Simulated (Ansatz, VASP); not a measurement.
Ga4AsP3: VASP beside Ansatz

INCAR

```
ALGO = Normal
EDIFF = 1E-6
ENCUT = 520
GGA = PE
ISIF = 2
ISMEAR = 0
LASPH = T
LCHARG = F
LREAL = F
LWAVE = F
NBANDS = 46
NELM = 80
PREC = Accurate
SIGMA = 0.01
```

Contents of KPOINTS:

```
k-points
0
Gamma
  6 6 2
```

POSCAR

```
Ga4AsP3
1.0
    3.8971065374      0.0000000000      0.0000000000
    0.0000000000      3.8971065374      0.0000000000
    0.0000000000      0.0000000000     11.0034879494
P Ga As
3 4 1
Direct
    0.0000000000      0.0000000000      0.2453467231
    0.5000000000      0.5000000000      0.0000000000
    0.0000000000      0.0000000000      0.7546532769
    0.0000000000      0.5000000000      0.1225756545
    0.5000000000      0.0000000000      0.8774243455
    0.0000000000      0.5000000000      0.6320221436
    0.5000000000      0.0000000000      0.3679778564
    0.5000000000      0.5000000000      0.5000000000
```

Input for Ansatz:

```yaml
crystal:
  lattice:
    - [3.8971065374, 0.0, 0.0]
    - [0.0, 3.8971065374, 0.0]
    - [0.0, 0.0, 11.0034879494]
  atoms:
    - { symbol: P, position: [0.0, 0.0, 0.2453467231] }
    - { symbol: Ga, position: [0.0, 0.5, 0.1225756545] }
    - { symbol: P, position: [0.5, 0.5, 0.0] }
    - { symbol: Ga, position: [0.5, 0.0, 0.8774243455] }
    - { symbol: P, position: [0.0, 0.0, 0.7546532769] }
    - { symbol: Ga, position: [0.0, 0.5, 0.6320221436] }
    - { symbol: As, position: [0.5, 0.5, 0.5] }
    - { symbol: Ga, position: [0.5, 0.0, 0.3679778564] }
kpoints:
  mp_grid: { grid: [6, 6, 2] }
hamiltonian:
  xc: pbe
scf:
  occupations: { method: fixed }
  n_extra_bands: 6
output:
  forces: true
  stress: true
  eigenvalues: true
```

Alike in both runs: task single point; functional PBE; k mesh 6 × 6 × 2; no spin polarisation.

```csv
,VASP,Ansatz
version,VASP 6.6.1,Ansatz 0.2.0
potentials or method,"VASP PAW PBE potentials, release 64 (P, Ga_d, As)","plane waves, PAW"
plane-wave cutoff (eV),520,420
occupations,"gaussian, width 0.01 eV",fixed
valence electrons in the cell,72,82
```

Ansatz gave:

* gap on the k mesh at the Fermi level (eV): 1.40
* pressure (GPa): 2.4
* rms of the force components (eV/Å): 0.003

**Question.** Which values does VASP return?

**Answer.** gap on the k mesh at the Fermi level (eV): 1.40; pressure (GPa): 2.4; rms of the force components (eV/Å): 0.008.

VASP's potentials hold 72 valence electrons a cell and Ansatz's 82, so a difference there can come from the potentials and not from the codes.
